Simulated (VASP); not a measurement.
# MoS2 (R3m) in VASP: further runs, part 2 of 2

VASP 6.6.1.

## Step 6: Single point, PBE+D3(BJ)

This run uses another cell than the first one, of the same volume but with other edges.

File INCAR:

```
SYSTEM = MoS2
PREC = Accurate ; ENCUT = 520
EDIFF = 1E-6 ; ISMEAR = 0
SIGMA = 0.05 ; LREAL = .FALSE.
LASPH = .TRUE. ; NELM = 80
ALGO = Normal ; ISIF = 2
LWAVE = .FALSE. ; LCHARG = .FALSE.
GGA = PE ; IVDW = 12
NBANDS = 20
```

File KPOINTS:

```
Automatic mesh
0
G
  12 12 12
  0 0 0
```

File POSCAR:

```
MoS2
1.0
    1.5980726024      0.9226476472      5.8355419234
   -1.5980726024      0.9226476472      5.8355419234
    0.0000000000     -1.8452952944      5.8355419234
Mo S
1 2
Direct
    0.0000172715      0.0000172715      0.0000172715
    0.7535591261      0.7535591261      0.7535591261
    0.5797236023      0.5797236023      0.5797236023
```

Potentials or basis: VASP PAW PBE potentials, release 64 (Mo_sv, S).

Started as:

```
> cat potpaw_PBE.64/Mo_sv/POTCAR potpaw_PBE.64/S/POTCAR > POTCAR
> mpirun -np 1 vasp_std > vasp.out
```

OUTCAR:

```text
SYSTEM = MoS2
   PREC = Accurate
   ENCUT = 520
   EDIFF = 1E-6
   ISMEAR = 0
   LREAL = .FALSE.
   LASPH = .TRUE.
   NELM = 80
   ISIF = 2
   GGA = PE
   IVDW = 12
 IVDW          = 12

 ion  position               nearest neighbor table
   1  0.000  0.000  0.000-   2 2.39   2 2.39   2 2.39   3 2.39   3 2.39   3 2.39
   2  0.754  0.754  0.754-   1 2.39   1 2.39   1 2.39
   3  0.580  0.580  0.580-   1 2.39   1 2.39   1 2.39

  LATTYP: Found a trigonal (rhomboedric) cell.
 ALAT       =     6.1203483776
 COS(alpha) =     0.8636451089

  Lattice vectors:

 A1 = (   1.5980726024,   0.9226476472,   5.8355419234)
 A2 = (  -1.5980726024,   0.9226476472,   5.8355419234)
 A3 = (   0.0000000000,  -1.8452952944,   5.8355419234)

Analysis of symmetry for initial positions (statically):
=====================================================================
 Subroutine PRICEL returns:
 Original cell was already a primitive cell.

 Routine SETGRP: Setting up the symmetry group for a
 trigonal (rhombohedral) supercell.

 Subroutine GETGRP returns: Found  6 space group operations
 (whereof  6 operations were pure point group operations)
 out of a pool of 12 trial point group operations.

The static configuration has the point symmetry C_3v.

Analysis of symmetry for dynamics (positions and initial velocities):
=====================================================================
 Subroutine PRICEL returns:
 Original cell was already a primitive cell.

 Routine SETGRP: Setting up the symmetry group for a
 trigonal (rhombohedral) supercell.

 Subroutine GETGRP returns: Found  6 space group operations
 (whereof  6 operations were pure point group operations)
 out of a pool of 12 trial point group operations.

The dynamic configuration has the point symmetry C_3v.

 Subroutine INISYM returns: Found  6 space group operations
 (whereof  6 operations are pure point group operations),
[... 114 lines left out ...]
   EFERMI_NEDOS =   21; number of points for ismear=-14 and -15
   IALGO  =     38    algorithm
   IMIX   =      4    mixing-type and parameters
     AMIX     =   0.40;   BMIX     =  1.00
     AMIX_MAG =   1.60;   BMIX_MAG =  1.00
  volume/ion in A,a.u.               =      17.21       116.13
  Fermi-wavevector in a.u.,A,eV,Ry     =   1.302500  2.461368 23.082362  1.696506
  Thomas-Fermi vector in A             =   2.433564
   LORBIT       =      0    0 simple, 1 ext, 2 COOP (PROOUT), +10 PAW based schemes
   GGA     = PE    functional components
   LHFCALC =     F    Hartree Fock is set to
   AEXX    =    0.0000 exact exchange contribution
   IVDW    =    12    specifies the selected vdW correction
   LEPSILON=     F    determine dielectric tensor
   LRPA    =     F    only Hartree local field effects (RPA)
 non-spin polarized calculation
 Gauss-broadening in eV      SIGMA  =   0.05
  energy-cutoff  :      520.00
  volume of cell :       51.63
 maximum number of plane-waves:      1408
 NGX is ok and might be reduce to    48

 number of electron      25.9999999 magnetization

 Free energy of the ion-electron system (eV)
  ---------------------------------------------------
  ext. energy  EPLUGINS =         0.00000000
  ---------------------------------------------------
  free energy    TOTEN  =       -21.73340828 eV

  energy without entropy =      -21.73340828  energy(sigma->0) =      -21.73340828

 E-fermi :   8.5882     XC(G=0): -11.0605

 val. band max:        8.3642516568   @ k =   0.5000   0.5000   0.5000
 cond. band min:       8.8290116226   @ k =  -0.1667   0.5000   0.1667
 fundamental gap:      0.4647599658
 Fermi energy:         8.5882205454

 k-point     1 :       0.0000    0.0000    0.0000
  band No.  band energies     occupation
      1     -53.5257      2.00000
      2     -27.6696      2.00000
      3     -27.4884      2.00000
      4     -27.4884      2.00000
      5      -7.1004      2.00000
      6      -5.1156      2.00000
[... 541 lines left out ...]
     19      16.1841      0.00000
     20      16.7940      0.00000

 [... further k-points ...]

------------------------ aborting loop because EDIFF is reached ----------------------------------------

 Edisp (eV)   -1.32139

 E8    (eV) :    -0.5330

  FORCE on cell =-STRESS in cart. coord.  units (eV):
  Direction    XX          YY          ZZ          XY          YZ          ZX
  --------------------------------------------------------------------------------------
  -------------------------------------------------------------------------------------
  Total      -0.65940    -0.65940     1.68954     0.00000     0.00000     0.00000
  in kB     -20.46428   -20.46428    52.43423     0.00000     0.00000     0.00000
  external pressure =        3.84 kB  Pullay stress =        0.00 kB

 VOLUME and BASIS-vectors are now :
 -----------------------------------------------------------------------------
  energy-cutoff  :      520.00
  volume of cell :       51.63
      direct lattice vectors                 reciprocal lattice vectors
     1.598072602  0.922647647  5.835541923     0.312876899  0.180639562  0.057121230
    -1.598072602  0.922647647  5.835541923    -0.312876899  0.180639562  0.057121230
     0.000000000 -1.845295294  5.835541923     0.000000000 -0.361279124  0.057121230

 POSITION                                       TOTAL-FORCE (eV/Angst)
 -----------------------------------------------------------------------------------
      0.00000      0.00000      0.00030         0.000000     -0.000000      0.000808
      0.00000      0.00000     13.19228         0.000000     -0.000000      0.482707
      0.00000      0.00000     10.14900         0.000000      0.000000     -0.483515
 -----------------------------------------------------------------------------------
    total drift:                                0.000000     -0.000000     -0.000005

  FREE ENERGIE OF THE ION-ELECTRON SYSTEM (eV)
  ---------------------------------------------------
  free  energy   TOTEN  =       -23.0547946177 eV

  energy  without entropy=      -23.0547946177  energy(sigma->0) =      -23.05479462
```

OSZICAR:

```text
N       E                     dE             d eps       ncg     rms          rms(c)
DAV:   1     0.181742451550E+03    0.18174E+03   -0.13474E+04  7568   0.123E+03
DAV:   2    -0.160698493180E+02   -0.19781E+03   -0.19253E+03  9192   0.318E+02
DAV:   3    -0.231222904510E+02   -0.70524E+01   -0.69862E+01  9364   0.564E+01
DAV:   4    -0.231993317164E+02   -0.77041E-01   -0.76983E-01  9148   0.624E+00
DAV:   5    -0.232005111759E+02   -0.11795E-02   -0.11794E-02  9500   0.756E-01    0.247E+01
DAV:   6    -0.220933596361E+02    0.11072E+01   -0.10616E+01  7904   0.198E+01    0.915E+00
DAV:   7    -0.218230972658E+02    0.27026E+00   -0.36290E+00  7724   0.111E+01    0.604E+00
DAV:   8    -0.217331912754E+02    0.89906E-01   -0.47630E-01  8624   0.426E+00    0.180E+00
DAV:   9    -0.217344004708E+02   -0.12092E-02   -0.17744E-02  8764   0.859E-01    0.589E-01
DAV:  10    -0.217334118678E+02    0.98860E-03   -0.77139E-03  8488   0.579E-01    0.131E-01
DAV:  11    -0.217334118011E+02    0.66661E-07   -0.52134E-04  8888   0.159E-01    0.621E-02
DAV:  12    -0.217333947957E+02    0.17005E-04   -0.57443E-05  8584   0.454E-02    0.199E-02
DAV:  13    -0.217334081074E+02   -0.13312E-04   -0.18236E-05  8224   0.251E-02    0.664E-03
DAV:  14    -0.217334082829E+02   -0.17552E-06   -0.87692E-07  6164   0.590E-03
   1 F= -.23054795E+02 E0= -.23054795E+02  d E =-.649847E-13
```

It took 3.7 min on 1 thread of Intel Xeon 6975P-C (Granite Rapids), shared host; peak memory 0.44 GiB.

Results:

| Item | Value |
| --- | --- |
| Free energy | -23.0548 eV |
| Pressure | 0.4 GPa |
| Largest force | 0.484 eV/Å |
| Band gap on the k mesh | 0.46 eV, indirect (least direct gap 1.57 eV) |
| Dispersion energy per atom | -0.440 eV |

Forces on the atoms (eV/Å):
```
Mo   0.000  0.000  0.001
S    0.000  0.000  0.483
S    0.000  0.000 -0.484
```

 A k mesh can miss the band edges.

## Step 7: The runs side by side

```csv
level,cell,gap on the mesh (eV),pressure (GPa),largest force (eV/Å)
PBE+D3(BJ),"a = 5.527 Å, angles 35.8°, 3 atoms",none,2.4,2.32
PBEsol+D3(BJ),"a = 5.714 Å, angles 33.9°, 3 atoms",none,-2.7,1.58
PBE+D3(BJ),"a = 6.985 Å, angles 24.5°, 3 atoms",0.79,-1.2,2.10
PBE+D3(BJ),"a = 6.629 Å, angles 26.6°, 3 atoms",1.13,-1.0,1.15
PBE+D3(BJ),"a = 6.120 Å, angles 30.3°, 3 atoms",0.46,0.4,0.48
```

Alike in all rows: task single point; potentials or basis VASP PAW PBE potentials, release 64 (Mo_sv, S); no spin polarisation; k mesh 12 × 12 × 12; cutoff (eV) 520; smearing gaussian 0.05 eV.

Caveats: forces of over 1 eV/Å act on the atoms, so gaps and moduli don't describe the material at rest (some runs); pairwise dispersion overbinds metals, which lowers pressure and volume (some runs); the PAW data sets were made with another functional, which shifts forces and pressure a little (some runs).

Total energies depend on the potentials used, so only differences within one code and one set of settings carry meaning.
